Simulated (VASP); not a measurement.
# P (Imma) in VASP: notebook, part 2 of 2

VASP 6.6.1. Earlier steps stand in the parts before.

**4. Single point, PBEsol+D3(BJ) (strain -0.0100 x Voigt [0, 0, 1, 0, 0, 0])**

File INCAR:

```
  ALGO = Normal
  EDIFF = 1E-6
  ENCUT = 520
  GGA = PS
  ISIF = 2
  ISMEAR = 0
  IVDW = 12
  LASPH = True
  LCHARG = False
  LREAL = False
  LWAVE = False
  NBANDS = 12
  NELM = 80
  PREC = Accurate
  SIGMA = 0.15
```

File KPOINTS:

```
k-points
0
Gamma
  18 18 18
```

File POSCAR:

```
P
1.0
   -1.6915100431      2.5151650373      1.8403546944
    1.6915100431     -2.5151650373      1.8403546944
    1.6915100431      2.5151650373     -1.8403546944
P
2
Direct
    0.8033091100      0.0533091100      0.7500000000
    0.1966908900      0.9466908900      0.2500000000
```

Potentials or basis: VASP PAW PBE potentials, release 64 (P).

On the command line:

```bash
> cat potpaw_PBE.64/P/POTCAR > POTCAR
> mpirun -np 1 vasp_std > vasp.out
```

OUTCAR:

```text
EDIFF = 1E-6
   ENCUT = 520
   GGA = PS
   ISIF = 2
   ISMEAR = 0
   IVDW = 12
   LASPH = True
   LREAL = False
   NELM = 80
   PREC = Accurate
 IVDW          = 12

 ion  position               nearest neighbor table
   1  0.803  0.053  0.750-   2 2.23   2 2.23   2 2.55   2 2.55   2 2.80   2 2.80
   2  0.197  0.947  0.250-   1 2.23   1 2.23   1 2.55   1 2.55   1 2.80   1 2.80

  LATTYP: Found a body centered orthorhombic cell.
 ALAT       =     3.3830200862
 B/A-ratio  =     1.0879951331
 C/A-ratio  =     1.4869347348

  Lattice vectors:

 A1 = (   1.6915100431,  -2.5151650373,  -1.8403546944)
 A2 = (  -1.6915100431,  -2.5151650373,   1.8403546944)
 A3 = (  -1.6915100431,   2.5151650373,  -1.8403546944)

Analysis of symmetry for initial positions (statically):
=====================================================================
 Subroutine PRICEL returns:
 Original cell was already a primitive cell.

 Routine SETGRP: Setting up the symmetry group for a
 body centered orthorhombic supercell.

 Subroutine GETGRP returns: Found  8 space group operations
 (whereof  4 operations were pure point group operations)
 out of a pool of  8 trial point group operations.

The static configuration has the point symmetry C_2h.
 The point group associated with its full space group is D_2h.

Analysis of symmetry for dynamics (positions and initial velocities):
=====================================================================
 Subroutine PRICEL returns:
 Original cell was already a primitive cell.

 Routine SETGRP: Setting up the symmetry group for a
 body centered orthorhombic supercell.

 Subroutine GETGRP returns: Found  8 space group operations
 (whereof  4 operations were pure point group operations)
 out of a pool of  8 trial point group operations.

The dynamic configuration has the point symmetry C_2h.
 The point group associated with its full space group is D_2h.

 Subroutine INISYM returns: Found  8 space group operations
 (whereof  4 operations are pure point group operations),
[... 124 lines left out ...]
   IVDW    =    12    specifies the selected vdW correction
   LEPSILON=     F    determine dielectric tensor
   LRPA    =     F    only Hartree local field effects (RPA)
 non-spin polarized calculation
 Gauss-broadening in eV      SIGMA  =   0.15
  energy-cutoff  :      520.00
  volume of cell :       31.32
 maximum number of plane-waves:       862
   NGX = 13   NGY = 13   NGZ = 13

 number of electron      10.0000000 magnetization

 number of electron       9.9999999 magnetization

 Free energy of the ion-electron system (eV)
  ---------------------------------------------------
  ext. energy  EPLUGINS =         0.00000000
  ---------------------------------------------------
  free energy    TOTEN  =       -11.54871719 eV

  energy without entropy =      -11.54625580  energy(sigma->0) =      -11.54748649

 E-fermi :   9.0768     XC(G=0): -11.0113

 val. band max:        9.0725239923   @ k =  -0.1111  -0.1111   0.0556
 cond. band min:       9.0845146727   @ k =  -0.4444   0.4444  -0.0000
 fundamental gap:      0.0119906804
 Fermi energy:         9.0767536776

 k-point     1 :       0.0000    0.0000    0.0000
  band No.  band energies     occupation
      1      -7.4462      2.00000
      2       5.9861      2.00000
      3       6.1257      2.00000
      4       6.1629      2.00000
      5       6.9468      2.00000
      6      10.5057      0.00000
      7      11.3799      0.00000
      8      13.3538      0.00000
      9      14.0984      0.00000
     10      15.4512      0.00000
     11      15.8655      0.00000
     12      16.0793      0.00000
[... 331 lines left out ...]
 k-point    24 :      -0.2778    0.0556   -0.0000
  band No.  band energies     occupation
      1      -6.5790      2.00000
      2       1.3880      2.00000
      3       5.4223      2.00000
      4       6.9435      2.00000
      5       8.2731      2.00000
      6      10.2063      0.00000
      7      10.7737      0.00000
      8      11.8151      0.00000
      9      14.7830      0.00000
     10      15.4296      0.00000
     11      16.5794      0.00000
     12      19.7727      0.00000

 [... further k-points ...]

------------------------ aborting loop because EDIFF is reached ----------------------------------------

 Edisp (eV)   -0.72193

 E8    (eV) :    -0.4281

  FORCE on cell =-STRESS in cart. coord.  units (eV):
  Direction    XX          YY          ZZ          XY          YZ          ZX
  --------------------------------------------------------------------------------------
  -------------------------------------------------------------------------------------
  Total      -0.50982    -1.09439    -0.52433     0.00000     0.00000     0.00000
  in kB     -26.08127   -55.98615   -26.82308     0.00000     0.00000     0.00000
  external pressure =      -36.30 kB  Pullay stress =        0.00 kB

 VOLUME and BASIS-vectors are now :
 -----------------------------------------------------------------------------
  energy-cutoff  :      520.00
  volume of cell :       31.32
      direct lattice vectors                 reciprocal lattice vectors
    -1.691510043  2.515165037  1.840354694     0.000000000  0.198794112  0.271686758
     1.691510043 -2.515165037  1.840354694     0.295593870  0.000000000  0.271686758
     1.691510043  2.515165037 -1.840354694     0.295593870  0.198794112  0.000000000

 POSITION                                       TOTAL-FORCE (eV/Angst)
 -----------------------------------------------------------------------------------
      0.00000      3.77275      0.19622        -0.000000     -0.000000     -0.508340
      1.69151     -1.25758      1.64414         0.000000      0.000000      0.508340
 -----------------------------------------------------------------------------------
    total drift:                                0.000000     -0.000000     -0.000000

  FREE ENERGIE OF THE ION-ELECTRON SYSTEM (eV)
  ---------------------------------------------------
  free  energy   TOTEN  =       -12.2706459254 eV

  energy  without entropy=      -12.2681845394  energy(sigma->0) =      -12.26941523
```

OSZICAR:

```text
N       E                     dE             d eps       ncg     rms          rms(c)
DAV:   1     0.175392217619E+02    0.17539E+02   -0.44658E+03 20784   0.720E+02
DAV:   2    -0.105750218912E+02   -0.28114E+02   -0.26789E+02 27696   0.111E+02
DAV:   3    -0.115946878295E+02   -0.10197E+01   -0.10122E+01 26980   0.196E+01
DAV:   4    -0.116011874887E+02   -0.64997E-02   -0.64965E-02 24596   0.187E+00
DAV:   5    -0.116012362730E+02   -0.48784E-04   -0.48783E-04 27228   0.155E-01    0.696E+00
DAV:   6    -0.115661893710E+02    0.35047E-01   -0.11000E-02 24472   0.609E-01    0.412E+00
DAV:   7    -0.115487298683E+02    0.17460E-01   -0.20193E-02 24796   0.871E-01    0.955E-02
DAV:   8    -0.115486982852E+02    0.31583E-04   -0.23102E-03 23880   0.325E-01    0.836E-02
DAV:   9    -0.115487099478E+02   -0.11663E-04   -0.79170E-05 26372   0.618E-02    0.556E-02
DAV:  10    -0.115487169383E+02   -0.69905E-05   -0.67144E-06 24924   0.168E-02    0.137E-02
DAV:  11    -0.115487171878E+02   -0.24943E-06   -0.93092E-07 18748   0.660E-03
   1 F= -.12270646E+02 E0= -.12269415E+02  d E =-.246139E-02
```

It took 1.9 min on 1 thread of Intel Xeon 6975P-C (Granite Rapids), shared host; peak memory 0.36 GiB.

What came out:

| Item | Value |
| --- | --- |
| Free energy | -12.2706 eV |
| Pressure | -3.6 GPa |
| Largest force | 0.508 eV/Å |
| Band gap on the k mesh | zero (bands 5 and 6 overlap by 1.13 eV) |
| Dispersion energy per atom | -0.361 eV |

Forces in eV/Å, atoms in the order of the input:
```
P    0.000  0.000 -0.508
P    0.000  0.000  0.508
```

Stress tensor (GPa, compression positive):
```
-2.61  0.00  0.00
 0.00 -5.60  0.00
 0.00  0.00 -2.68
```

Caveat: the cell differs from its parent crystal (strain -0.0100 x Voigt [0, 0, 1, 0, 0, 0]); the cell stands under tension; the PAW data sets were made with another functional, which shifts forces and pressure a little.

**5. Single point, PBEsol+D3(BJ) (strain -0.0050 x Voigt [0, 0, 1, 0, 0, 0])**

File INCAR:

```
PREC = Accurate ; ENCUT = 520
EDIFF = 1E-6 ; ISMEAR = 0
SIGMA = 0.15 ; LREAL = False
LASPH = True ; NELM = 80
ALGO = Normal ; ISIF = 2
LWAVE = False ; LCHARG = False
GGA = PS ; IVDW = 12
NBANDS = 12
```

File KPOINTS:

```
regular mesh
0
Gamma
  18 18 18
```

File POSCAR:

```
P
1.0
   -1.6915100431      2.5151650373      1.8496494151
    1.6915100431     -2.5151650373      1.8496494151
    1.6915100431      2.5151650373     -1.8496494151
P
2
Direct
    0.8033091100      0.0533091100      0.7500000000
    0.1966908900      0.9466908900      0.2500000000
```

On the command line:

```bash
> cat potpaw_PBE.64/P/POTCAR > POTCAR
> mpirun -np 1 vasp_std > vasp.out
```

Run time: 2.1 min. Hardware: 1 thread of Intel Xeon 6975P-C (Granite Rapids), shared host; peak memory 0.36 GiB.

It converged, with:

- Free energy: -12.2676 eV
- Pressure: -4.0 GPa
- Largest force: 0.443 eV/Å
- Band gap on the k mesh: zero (bands 5 and 6 overlap by 1.10 eV)
- Dispersion energy per atom: -0.359 eV

Forces on the atoms (eV/Å):
```
P    0.000  0.000 -0.443
P    0.000  0.000  0.443
```

Stress tensor (GPa, compression positive):
```
-3.10  0.00  0.00
 0.00 -5.45  0.00
 0.00  0.00 -3.57
```

Levels at points of the mesh, in eV from the Fermi level:
```tsv
k point	band 3	band 4	band 5	band 6	band 7	band 8
(0.00, 0.00, 0.00)	-2.98	-2.90	-2.17	1.42	2.32	4.21
(0.50, 0.00, 0.00)	-3.28	-1.81	-1.60	0.33	0.73	1.84
(0.00, 0.50, 0.00)	-6.53	-5.52	-5.19	0.23	6.97	7.12
(0.50, 0.50, 0.00)	-3.40	-3.40	-0.11	-0.11	0.21	0.21
(0.50, 0.50, 0.50)	-7.81	-5.30	-5.18	-0.01	6.66	8.47
```

Caveat: the cell differs from its parent crystal (strain -0.0050 x Voigt [0, 0, 1, 0, 0, 0]); the cell stands under tension; the PAW data sets were made with another functional, which shifts forces and pressure a little.

**6. The runs side by side**

| cell | gap on the mesh (eV) | pressure (GPa) | largest force (eV/Å) |
| --- | --- | --- | --- |
| a = 3.536 Å, angles 122.8, 89.3, 118.0°, 2 atoms | none | -2.8 | 0.64 |
| a = 3.541 Å, angles 122.9, 89.5, 117.7°, 2 atoms | none | -3.2 | 0.57 |
| a = 3.546 Å, angles 123.0, 89.6, 117.5°, 2 atoms | none | -3.6 | 0.51 |
| a = 3.551 Å, angles 123.1, 89.8, 117.2°, 2 atoms | none | -4.0 | 0.44 |

Alike in all rows: task single point; level PBEsol+D3(BJ); potentials or basis VASP PAW PBE potentials, release 64 (P); no spin polarisation; k mesh 18 × 18 × 18; cutoff (eV) 520; smearing gaussian 0.15 eV.

Caveats: the PAW data sets were made with another functional, which shifts forces and pressure a little; the cell stands under tension (at least some runs); the stress differs along the axes, from -6 to -1 GPa (at least some runs).

Total energies depend on the potentials used, so only differences within one code and one set of settings carry meaning.

The gap in the log of VASP goes by the Fermi energy; the results here count the filled bands.